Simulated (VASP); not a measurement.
# Ga (Cmcm) in VASP: a series of runs

Runs on Ga. Level: LDA. Tasks: electric field gradients.

Program: VASP 6.6.1. These are calculated values, not measurements. Logs are shortened: lines on timing, memory, paths and dates and some standing lists are left out, and cuts for length are marked.

### 1 The cell of the first run

It takes space group Cmcm (No. 63, orthorhombic). Conventional cell: a = 2.900 Å, b = 8.130 Å, c = 3.170 Å, α = 90.00°, β = 90.00°, γ = 90.00°. Within 3.5 Å of Ga (site symmetry m2m) lie 10 Ga at 2.68 to 3.17 Å.

### 2 Electric field gradients, LDA

Contents of INCAR:

```
SYSTEM = Ga
PREC = Accurate
ENCUT = 520
EDIFF = 1E-8
ISMEAR = -1
SIGMA = 0.08
LREAL = .False.
LASPH = .True.
NELM = 60
ALGO = Normal
ISIF = 2
LWAVE = .False.
LCHARG = .False.
LEFG = .True.
NBANDS = 20
```

Contents of KPOINTS:

```
Automatic mesh
0
Gamma
  12 12 10
  0 0 0
```

Contents of POSCAR:

```
Ga
1.0
    1.4500000000     -4.0650000000      0.0000000000
    1.4500000000      4.0650000000      0.0000000000
    0.0000000000      0.0000000000      3.1700000000
Ga
2
Direct
    0.8670000000      0.1330000000      0.2500000000
    0.1330000000      0.8670000000      0.7500000000
```

Potentials or basis: VASP PAW LDA potentials, release 64 (Ga_d).

On the command line:

```
$ cat potpaw_LDA.64/Ga_d/POTCAR > POTCAR
$ mpirun -np 1 vasp_std > vasp.out
```

OUTCAR:

```text
SYSTEM = Ga
   PREC = Accurate
   ENCUT = 520
   EDIFF = 1E-8
   ISMEAR = -1
   LREAL = .False.
   LASPH = .True.
   NELM = 60
   ISIF = 2

 ion  position               nearest neighbor table
   1  0.867  0.133  0.250-   2 2.68   2 2.68   2 2.87   2 2.87   2 2.87   2 2.87
   2  0.133  0.867  0.750-   1 2.68   1 2.68   1 2.87   1 2.87   1 2.87   1 2.87

  LATTYP: Found a base centered orthorhombic cell.
 ALAT       =     2.9000000000
 B/A-ratio  =     2.8034482759
 C/A-ratio  =     1.0931034483

  Lattice vectors:

 A1 = (   1.4500000000,  -4.0650000000,   0.0000000000)
 A2 = (   1.4500000000,   4.0650000000,   0.0000000000)
 A3 = (   0.0000000000,   0.0000000000,   3.1700000000)

Analysis of symmetry for initial positions (statically):
=====================================================================
 Subroutine PRICEL returns:
 Original cell was already a primitive cell.

 Routine SETGRP: Setting up the symmetry group for a
 base centered orthorhombic supercell.

 Subroutine GETGRP returns: Found  8 space group operations
 (whereof  4 operations were pure point group operations)
 out of a pool of  8 trial point group operations.

The static configuration has the point symmetry C_2h.
 The point group associated with its full space group is D_2h.

Analysis of symmetry for dynamics (positions and initial velocities):
=====================================================================
 Subroutine PRICEL returns:
 Original cell was already a primitive cell.

 Routine SETGRP: Setting up the symmetry group for a
 base centered orthorhombic supercell.

 Subroutine GETGRP returns: Found  8 space group operations
 (whereof  4 operations were pure point group operations)
 out of a pool of  8 trial point group operations.

The dynamic configuration has the point symmetry C_2h.
 The point group associated with its full space group is D_2h.

 Subroutine INISYM returns: Found  8 space group operations
 (whereof  4 operations are pure point group operations),
 and found     1 'primitive' translations

----------------------------------------------------------------------------------------

                                     Primitive cell

  volume of cell :      37.3695

[... 121 lines left out ...]
  volume of cell :       37.37
 maximum number of plane-waves:      1028
   NGX = 17   NGY = 17   NGZ = 11

 number of electron      26.0000003 magnetization

 Free energy of the ion-electron system (eV)
  ---------------------------------------------------
  ext. energy  EPLUGINS =         0.00000000
  ---------------------------------------------------
  free energy    TOTEN  =        -7.10893512 eV

  energy without entropy =       -7.09181794  energy(sigma->0) =       -7.10037653

 E-fermi :   5.3996     XC(G=0): -11.3314

 val. band max:        5.3744165124   @ k =   0.1667   0.0000   0.1000
 cond. band min:       5.4214546826   @ k =   0.3333   0.2500   0.4000
 fundamental gap:      0.0470381702
 Fermi energy:         5.3995747171

 k-point     1 :       0.0000    0.0000    0.0000
  band No.  band energies     occupation
      1      -9.8805      2.00000
      2      -9.8582      2.00000
      3      -9.7882      2.00000
      4      -9.7725      2.00000
      5      -9.5832      2.00000
      6      -9.5675      2.00000
[... 541 lines left out ...]
     19      16.0492      0.00000
     20      18.0580      0.00000

 [... further k-points ...]

------------------------ aborting loop because EDIFF is reached ----------------------------------------

  FORCE on cell =-STRESS in cart. coord.  units (eV):
  Direction    XX          YY          ZZ          XY          YZ          ZX
  --------------------------------------------------------------------------------------
  -------------------------------------------------------------------------------------
  Total       -1.3539835     -0.6838162     -0.5846238      0.0000000      0.0000000      0.0000000
  in kB      -58.0505228    -29.3178525    -25.0650914      0.0000000      0.0000000      0.0000000
  external PRESSURE =     -37.4778222 kB  Pullay stress =       0.0000000 kB

 VOLUME and BASIS-vectors are now :
 -----------------------------------------------------------------------------
  energy-cutoff  :      520.00
  volume of cell :       37.37
      direct lattice vectors                 reciprocal lattice vectors
     1.450000000 -4.065000000  0.000000000     0.344827586 -0.123001230  0.000000000
     1.450000000  4.065000000  0.000000000     0.344827586  0.123001230  0.000000000
     0.000000000  0.000000000  3.170000000     0.000000000  0.000000000  0.315457413

 POSITION                                       TOTAL-FORCE (eV/Angst)
 -----------------------------------------------------------------------------------
      1.45000     -2.98371      0.79250         0.000000      0.180552      0.000000
      1.45000      2.98371      2.37750         0.000000     -0.180552     -0.000000
 -----------------------------------------------------------------------------------
    total drift:                                0.000000      0.000000     -0.000000

  FREE ENERGIE OF THE ION-ELECTRON SYSTEM (eV)
  ---------------------------------------------------
  free  energy   TOTEN  =        -7.1089351246 eV

  energy  without entropy=       -7.0918179385  energy(sigma->0) =       -7.10037653

 Electric field gradients (V/A^2)
---------------------------------------------------------------------
 ion       V_xx      V_yy      V_zz      V_xy      V_xz      V_yz
---------------------------------------------------------------------
   1      10.613   -27.576    16.964    -0.000     0.000    -0.000
   2      10.613   -27.576    16.964     0.000     0.000     0.000
---------------------------------------------------------------------

 Electric field gradients after diagonalization (V/A^2)
 (convention: |V_zz| > |V_xx| > |V_yy|)
----------------------------------------------------------------------
 ion       V_xx      V_yy      V_zz     asymmetry (V_yy - V_xx)/ V_zz
----------------------------------------------------------------------
   1      16.964    10.613   -27.576       0.230
   2      16.964    10.613   -27.576       0.230
----------------------------------------------------------------------

           NMR quadrupolar parameters

 Cq : quadrupolar parameter    Cq=e*Q*V_zz/h
 eta: asymmetry parameters     (V_yy - V_xx)/ V_zz
 Q  : nuclear electric quadrupole moment in mb (millibarn)
----------------------------------------------------------------------
 ion       Cq(MHz)       eta       Q (mb)
----------------------------------------------------------------------
   1      -0.067       0.230       1.000
   2      -0.067       0.230       1.000
----------------------------------------------------------------------
```

stdout:

```text
POSCAR found type information on POSCAR Ga
 POSCAR found :  1 types and       2 ions
 scaLAPACK will be used
 LDA part: xc-table for (Slater(with rela. corr.)+CA(PZ))
 , standard interpolation
 POSCAR, INCAR and KPOINTS ok, starting setup
 FFT: planning ... GRIDC
 FFT: planning ... GRID_SOFT
 FFT: planning ... GRID
 WAVECAR not read
 entering main loop
ion   1

ion   2
```

Run time: 3.3 min. Hardware: 1 thread of Intel Xeon 8259CL, shared host; peak memory 0.26 GiB.

Results:

```
Free energy                             : -7.1089 eV
Pressure                                : -3.7 GPa
Largest force                           : 0.181 eV/Å
Band gap on the k mesh                  : zero (bands 13 and 14 overlap by 9.29 eV)
Largest electric field gradient by atom : Ga -27.6 V/Å²
```

Forces in eV/Å, atoms in the order of the input:
```
Ga   0.000  0.181  0.000
Ga   0.000 -0.181  0.000
```

Electric field gradients, principal values (V/Å²):
| atom | least | middle | greatest (by size) |
| --- | --- | --- | --- |
| 1 Ga | 10.613 | 16.964 | -27.576 |
| 2 Ga | 10.613 | 16.964 | -27.576 |

Caveat: the cell stands under tension; without QUAD_EFG the Cq values of the log hold for a quadrupole moment of 1 mb, not for the nuclei.

### 3 Electric field gradients, LDA (19.15 Å³/atom)

This run uses another cell than the first one, of 19.15 Å³/atom.

Contents of INCAR:

```
PREC     = Accurate       # precision mode
ENCUT    = 520            # plane-wave cutoff, eV
EDIFF    = 1E-8           # SCF threshold, eV
ISMEAR   = -1             # smearing method
SIGMA    = 0.08           # smearing width, eV
LREAL    = F              # projectors in reciprocal space
LASPH    = T              # aspherical terms in the spheres
NELM     = 60             # most SCF steps
ALGO     = Normal         # electronic algorithm
ISIF     = 2              # what is computed and relaxed
LWAVE    = F              # write WAVECAR
LCHARG   = F              # write CHGCAR
GGA      = CA             # functional
LEFG     = T            
NBANDS   = 20             # bands
```

Contents of KPOINTS:

```
Automatic mesh
0
Gamma
  12 12 10
```

Contents of POSCAR:

```
Ga
1.0
    1.4619840145     -4.0985965649      0.0000000000
    1.4619840145      4.0985965649      0.0000000000
    0.0000000000      0.0000000000      3.1961995352
Ga
2
Direct
    0.8670000000      0.1330000000      0.2500000000
    0.1330000000      0.8670000000      0.7500000000
```

Potentials or basis: VASP PAW LDA potentials, release 64 (Ga_d).

On the command line:

```
$ cat potpaw_LDA.64/Ga_d/POTCAR > POTCAR
$ mpirun -np 1 vasp_std > vasp.out
```

OUTCAR:

```text
PREC = Accurate
   ENCUT = 520
   EDIFF = 1E-8
   ISMEAR = -1
   LREAL = F
   LASPH = T
   NELM = 60
   ISIF = 2
   GGA = CA

 ion  position               nearest neighbor table
   1  0.867  0.133  0.250-   2 2.70   2 2.70   2 2.89   2 2.89   2 2.89   2 2.89
   2  0.133  0.867  0.750-   1 2.70   1 2.70   1 2.89   1 2.89   1 2.89   1 2.89

  LATTYP: Found a base centered orthorhombic cell.
 ALAT       =     2.9239680290
 B/A-ratio  =     2.8034482759
 C/A-ratio  =     1.0931034483

  Lattice vectors:

[... 767 lines left out ...]
  ---------------------------------------------------
  free  energy   TOTEN  =        -7.0841371151 eV

  energy  without entropy=       -7.0664996373  energy(sigma->0) =       -7.07531838

 Electric field gradients (V/A^2)
---------------------------------------------------------------------
 ion       V_xx      V_yy      V_zz      V_xy      V_xz      V_yz
---------------------------------------------------------------------
   1      10.564   -26.930    16.366    -0.000     0.000    -0.000
   2      10.564   -26.930    16.366     0.000     0.000     0.000
---------------------------------------------------------------------

 Electric field gradients after diagonalization (V/A^2)
 (convention: |V_zz| > |V_xx| > |V_yy|)
----------------------------------------------------------------------
 ion       V_xx      V_yy      V_zz     asymmetry (V_yy - V_xx)/ V_zz
----------------------------------------------------------------------
   1      16.366    10.564   -26.930       0.215
   2      16.366    10.564   -26.930       0.215
----------------------------------------------------------------------

           NMR quadrupolar parameters

 Cq : quadrupolar parameter    Cq=e*Q*V_zz/h
 eta: asymmetry parameters     (V_yy - V_xx)/ V_zz
 Q  : nuclear electric quadrupole moment in mb (millibarn)
----------------------------------------------------------------------
 ion       Cq(MHz)       eta       Q (mb)
----------------------------------------------------------------------
   1      -0.065       0.215       1.000
   2      -0.065       0.215       1.000
----------------------------------------------------------------------
```

OSZICAR:

```text
N       E                     dE             d eps       ncg     rms          rms(c)
DAV:   1     0.131857607885E+03    0.13186E+03   -0.13215E+04 10812   0.243E+03
DAV:   2     0.470364164557E+01   -0.12715E+03   -0.12413E+03 10612   0.386E+02
DAV:   3    -0.697400857747E+01   -0.11678E+02   -0.11611E+02 11660   0.956E+01
DAV:   4    -0.715376678131E+01   -0.17976E+00   -0.17965E+00 11772   0.131E+01
DAV:   5    -0.715678439530E+01   -0.30176E-02   -0.30175E-02 11800   0.169E+00    0.135E+00
DAV:   6    -0.709915545622E+01    0.57629E-01   -0.98404E-02 14104   0.502E+00    0.671E-01
DAV:   7    -0.708560720200E+01    0.13548E-01   -0.17112E-02 14740   0.168E+00    0.185E-01
DAV:   8    -0.708413094072E+01    0.14763E-02   -0.23395E-03 11484   0.662E-01    0.165E-02
DAV:   9    -0.708413757864E+01   -0.66379E-05   -0.81677E-05 12040   0.956E-02    0.563E-03
DAV:  10    -0.708413713245E+01    0.44619E-06   -0.56276E-06 11900   0.297E-02    0.124E-03
DAV:  11    -0.708413711994E+01    0.12509E-07   -0.39979E-07 12260   0.757E-03    0.456E-04
DAV:  12    -0.708413711507E+01    0.48703E-08   -0.49080E-08 11752   0.285E-03
   1 F= -.70841371E+01 E0= -.70753184E+01  d E =-.176375E-01
```

It took 3.2 min on 1 thread of Intel Xeon 8259CL, shared host; peak memory 0.26 GiB.

What came out:

```
Free energy                             : -7.0841 eV
Pressure                                : -4.8 GPa
Largest force                           : 0.167 eV/Å
Band gap on the k mesh                  : zero (bands 13 and 14 overlap by 9.09 eV)
Largest electric field gradient by atom : Ga -26.9 V/Å²
```

Forces on the atoms (eV/Å):
```
Ga   0.000  0.167  0.000
Ga   0.000 -0.167  0.000
```

Electric field gradients, principal values (V/Å²):
```tsv
atom	least	middle	greatest (by size)
1 Ga	10.564	16.366	-26.930
2 Ga	10.564	16.366	-26.930
```

Caveat: the cell stands under tension; without QUAD_EFG the Cq values of the log hold for a quadrupole moment of 1 mb, not for the nuclei.

The gap in the log of VASP goes by the Fermi energy; the results here count the filled bands.